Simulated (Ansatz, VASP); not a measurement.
## WS2 in VASP and in Ansatz

File INCAR:

```
PREC = Accurate
ENCUT = 520
EDIFF = 1E-6
ISMEAR = 0
SIGMA = 0.05
LREAL = False
LASPH = True
NELM = 60
ALGO = Normal
ISIF = 2
LWAVE = False
LCHARG = False
GGA = PS
NBANDS = 49
```

File KPOINTS:

```
regular mesh
0
Gamma
  10 10 2
```

The input POSCAR:

```
WS2
1.0
   -1.5790003843     -2.7349088907      0.0000000000
    1.5790003843     -2.7349088907      0.0000000000
    0.0000000000     -2.2792730695     18.4899900000
W S
3 6
Direct
   -0.2956486500     -0.2956486500      0.7095000000
    0.3154846833      0.3154846833      0.0428333333
    0.5099180167      0.5099180167      0.3761666667
    0.8084013400      0.8084013400      0.4598000000
    0.0028346733      0.0028346733      0.7931333333
    0.6139680067      0.6139680067      0.1264666667
    0.8789486500      0.8789486500      0.2905000000
    0.0733819833      0.0733819833      0.6238333333
    0.2678153167      0.2678153167      0.9571666667
```

Input for Ansatz:

```yaml
crystal:
  lattice:
    - [-1.5790003843, -2.7349088907, 0.0]
    - [1.5790003843, -2.7349088907, 0.0]
    - [0.0, -2.2792730695, 18.48999]
  atoms:
    - { symbol: W, position: [-0.29564865, -0.29564865, 0.7095] }
    - { symbol: W, position: [0.3154846833, 0.3154846833, 0.0428333333] }
    - { symbol: W, position: [0.5099180167, 0.5099180167, 0.3761666667] }
    - { symbol: S, position: [0.80840134, 0.80840134, 0.4598] }
    - { symbol: S, position: [0.0028346733, 0.0028346733, 0.7931333333] }
    - { symbol: S, position: [0.6139680067, 0.6139680067, 0.1264666667] }
    - { symbol: S, position: [0.87894865, 0.87894865, 0.2905] }
    - { symbol: S, position: [0.0733819833, 0.0733819833, 0.6238333333] }
    - { symbol: S, position: [0.2678153167, 0.2678153167, 0.9571666667] }
basis:
  ecutwfc: 420
kpoints:
  mp_grid: { grid: [10, 10, 2] }
hamiltonian:
  xc: pbesol
scf:
  occupations: { method: gaussian, width: 0.05 }
output:
  forces: true
  stress: true
  eigenvalues: true
```

Alike in both runs: task single point; functional PBEsol; k mesh 10 × 10 × 2; occupations gaussian, width 0.05 eV; no spin polarisation.

|  | VASP | Ansatz |
| --- | --- | --- |
| version | VASP 6.6.1 | Ansatz 0.2.0 |
| potentials or method | VASP PAW PBE potentials, release 64 (W_sv, S), cutoff 520 eV | scalar-relativistic, plane waves, PAW |
| valence electrons in the cell | 78 | 78 |

|  | VASP | Ansatz | Ansatz less VASP |
| --- | --- | --- | --- |
| gap on the k mesh at the Fermi level (eV) | 0.48 | 0.48 | +0.004 |
| least direct gap on the mesh (eV) | 0.63 | 0.64 | +0.010 |
| pressure (GPa) | 23.7 | 23.8 | +0.08 |
| traceless stress, the component that is largest in VASP (GPa) | 38.77 | 39.09 | +0.319 |
| rms of the force components (eV/Å) | 10.667 | 10.766 | +0.0994 |

VASP's potentials were made for PBE, not for PBEsol. Atom by atom the forces differ by 0.100 eV/Å (rms over components).

Neither program's run includes spin-orbit coupling.
